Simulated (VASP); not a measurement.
Crystal: ZrTaN.

```xyz
6
Lattice="3.0698 0.0000 0.0000 0.0000 3.0698 0.0000 0.0000 0.0000 7.8028" Properties=species:S:1:pos:R:3 pbc="T T T"
Zr    0.0000    1.5349    5.1871
Zr    1.5349    0.0000    2.6157
Ta    1.5349    0.0000    7.0430
Ta    0.0000    1.5349    0.7598
N     0.0000    1.5349    2.9371
N     1.5349    0.0000    4.8658
```

| Quantity | Value |
| --- | --- |
| Program | VASP 6.6.1 |
| Task | relaxation of cell and atoms |
| Functional | PBE |
| Potentials or basis | VASP PAW PBE potentials, release 64 (Zr_sv, Ta_pv, N) |
| Cutoff | 600 eV |
| k mesh | 6 × 6 × 2 |
| Occupations | gaussian, width 0.1 eV |
| Spin | no spin polarisation |

At the start: pressure 49.1 GPa; volume 12.26 Å³/atom.

Task: How do energy, volume and symmetry change on relaxing?

Result: Over 17 steps the energy falls by 415.7 meV/atom and the volume is 14.61 Å³/atom (+19.2 %); space group P4/nmm (No. 129, to 0.05 Å).

Step by step:
```csv
step,energy change (eV),largest force (eV/Å),pressure (GPa),volume (Å³)
1,0.0000,2.2891,49.11,73.53
2,2.9519,1.0615,-37.14,121.11
3,-2.0258,1.4280,-5.92,89.09
4,-2.0458,1.4734,-2.76,87.71
5,-2.0464,1.4848,-2.04,87.41
6,-2.3590,0.6540,0.13,86.91
7,-2.4188,0.8495,2.68,86.48
8,-2.4598,0.2043,-3.98,89.35
9,-2.4671,0.3831,-2.27,88.54
10,-2.4844,0.2330,1.09,87.30
11,-2.4874,0.0684,0.11,87.64
12,-2.4905,0.1135,-0.13,87.68
13,-2.4909,0.1414,-0.26,87.70
14,-2.4929,0.0812,0.24,87.52
15,-2.4932,0.0413,0.53,87.41
16,-2.4937,0.0402,-0.32,87.78
17,-2.4940,0.0173,-0.03,87.65
```

Final structure:
```cif
data_structure
_symmetry_space_group_name_H-M 'P 1'
_symmetry_Int_Tables_number 1
_cell_length_a 3.3294
_cell_length_b 3.3294
_cell_length_c 7.9073
_cell_angle_alpha 90.000
_cell_angle_beta 90.000
_cell_angle_gamma 90.000
_cell_volume 87.65
loop_
_atom_site_label
_atom_site_type_symbol
_atom_site_fract_x
_atom_site_fract_y
_atom_site_fract_z
_atom_site_occupancy
Zr1 Zr 0.00000 0.50000 0.63979 1
Zr2 Zr 0.50000 0.00000 0.36021 1
Ta1 Ta 0.50000 0.00000 0.90867 1
Ta2 Ta 0.00000 0.50000 0.09133 1
N1 N 0.00000 0.50000 0.35845 1
N2 N 0.50000 0.00000 0.64155 1
```

Caveat: the k points lie up to 0.40 Å⁻¹ apart in the final cell; the volume moved by over 15 % at a fixed basis, so the end points are rough.
